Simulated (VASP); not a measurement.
**InSe: single point with PBEsol+D3(BJ)**

**What was measured.**

“The Interaction of Hydrogen with the van der Waals Crystal γ-InSe”, 2020, pmc:7321205 reports, for a bulk crystal of InSe at 300 K: band gap 1.25 eV.

InSe:

```
In Se
1.0
     1.98034    1.14335    8.06146
    -1.98034    1.14335    8.06146
     0.00000   -2.28670    8.06146
In Se
2 2
Direct
  0.99886 0.99886 0.99886
  0.11253 0.11253 0.11253
  0.61220 0.61220 0.61220
  0.83242 0.83242 0.83242
```

```json
{
  "Program": "VASP 6.6.1",
  "Task": "single point",
  "Functional": "PBEsol",
  "Dispersion": "D3(BJ)",
  "Potentials or basis": "VASP PAW PBE potentials, release 64 (In_d, Se)",
  "Cutoff": "520 eV",
  "k mesh": "12 × 12 × 12",
  "Occupations": "gaussian, width 0.02 eV",
  "Spin": "no spin polarisation",
  "Dipole correction": "no",
  "Further INCAR settings": "ALGO = Normal; EDIFF = 1e-06; NBANDS = 27"
}
```

```json
{"Pressure": "0.1 GPa", "Largest force": "0.021 eV/Å", "Band gap on the k mesh": "0.33 eV", "Dispersion energy per atom": "-0.309 eV"}
```

Forces in eV/Å, atoms in the order of the input:
```
In   0.000  0.000  0.021
In   0.000  0.000 -0.021
Se   0.000  0.000 -0.020
Se   0.000  0.000  0.020
```

Levels at points of the mesh, in eV from the valence-band top:
```tsv
k point	band 16	band 17	band 18	band 19	band 20	band 21	band 22	band 23
(0.00, 0.00, 0.00)	-1.47	-1.47	-1.23	-1.23	1.92	2.07	4.30	4.30
(0.50, 0.00, 0.00)	-2.72	-2.59	-2.27	-1.77	0.90	2.01	3.59	3.95
(0.50, 0.50, 0.00)	-2.94	-2.75	-2.05	-1.63	0.92	1.98	3.12	3.34
(0.50, 0.50, 0.50)	-1.54	-1.15	-1.15	0.00	0.33	2.16	4.16	4.16
```

It took 17 min on 1 thread of Intel(R) Xeon(R) 6975P-C (Granite Rapids) (shared host), peak memory 0.85 GiB.

Measured gap of InSe: 1.25 eV (300 K; “The Interaction of Hydrogen with the van der Waals Crystal γ-InSe”, 2020, pmc:7321205). This calculation gives 0.33 eV (-0.92 eV). Spin-orbit coupling on In, Se is left out. The value is that of PBEsol+D3(BJ) on a finite k mesh, which can miss the band edges, without temperature or zero-point motion. Semilocal functionals fall short of measured gaps as a rule.

Caveat: the PAW data sets were made with another functional, which shifts forces and pressure a little; spin-orbit coupling is left out, which moves the levels of the heavy elements.
